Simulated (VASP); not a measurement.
Write the native input for VASP 6.6.1 that does the following.

| Property | Result |
| --- | --- |
| Task | single point |
| Functional | r2SCAN |
| Potentials or basis | VASP PAW PBE potentials, release 64 (C) |
| Cutoff | 520 eV |
| k mesh | 8 × 8 × 8 |
| Occupations | gaussian, width 0.05 eV |
| Spin | no spin polarisation |
| Dipole correction | no |
| Further INCAR settings | ALGO = Normal; EDIFF = 1e-06; NBANDS = 26 |

C:

```
C
1.0
    -2.42911    2.42911    2.46555
     2.42911   -2.42911    2.46555
     2.42911    2.42911   -2.46555
C
8
Direct
  0.32546 0.00000 0.00000
  0.67454 0.67454 0.67454
  0.00000 0.32546 0.00000
  0.00000 0.00000 0.32546
  0.00000 0.67454 0.00000
  0.32546 0.32546 0.32546
  0.67454 0.00000 0.00000
  0.00000 0.00000 0.67454
```

This cell differs from its parent crystal: strain +0.000 along x and y, +0.015 along z.

One way to write it, as run:

POSCAR

```
C
1.0
   -2.4291088834      2.4291088834      2.4655455167
    2.4291088834     -2.4291088834      2.4655455167
    2.4291088834      2.4291088834     -2.4655455167
C
8
Direct
    0.3254551632      0.0000000000      0.0000000000
    0.6745448368      0.6745448368      0.6745448368
    0.0000000000      0.3254551632      0.0000000000
    0.0000000000      0.0000000000      0.3254551632
    0.0000000000      0.6745448368      0.0000000000
    0.3254551632      0.3254551632      0.3254551632
    0.6745448368      0.0000000000      0.0000000000
    0.0000000000      0.0000000000      0.6745448368
```

INCAR.step1

```
  ALGO = Normal
  EDIFF = 1E-4
  ENCUT = 520
  GGA = PE
  ISMEAR = 0
  LASPH = True
  LCHARG = False
  LREAL = False
  LWAVE = True
  NBANDS = 26
  NELM = 80
  PREC = Accurate
  SIGMA = 0.05
```

INCAR.step2

```
  ALGO = Normal
  EDIFF = 1E-6
  ENCUT = 520
  ISIF = 2
  ISMEAR = 0
  ISTART = 1
  LASPH = True
  LCHARG = False
  LMIXTAU = True
  LREAL = False
  LWAVE = False
  METAGGA = R2SCAN
  NBANDS = 26
  NELM = 80
  PREC = Accurate
  SIGMA = 0.05
```

KPOINTS

```
k-points
0
Gamma
  8 8 8
```

Potentials or basis: VASP PAW PBE potentials, release 64 (C).

The run is started by

```bash
$ cat potpaw_PBE.64/C/POTCAR > POTCAR
$ cp INCAR.step1 INCAR
$ mpirun -np 1 vasp_std > vasp.out
$ cp INCAR.step2 INCAR
$ mpirun -np 1 vasp_std > vasp.out
```

It gave:

```json
{
 "Pressure": "-3.9 GPa",
 "Largest force": "0.274 eV/Å",
 "Band gap on the k mesh": "3.05 eV (least direct gap 3.95 eV)"
}
```

Caveat: the cell differs from its parent crystal (strain +0.000 along x and y, +0.015 along z); the stress differs along the axes, from -9 to -1 GPa; the PAW data sets were made with another functional, which shifts forces and pressure a little.

It took 2.4 min on 1 thread of Intel(R) Xeon(R) Platinum 8488C (Sapphire Rapids) (shared host), peak memory 0.21 GiB.
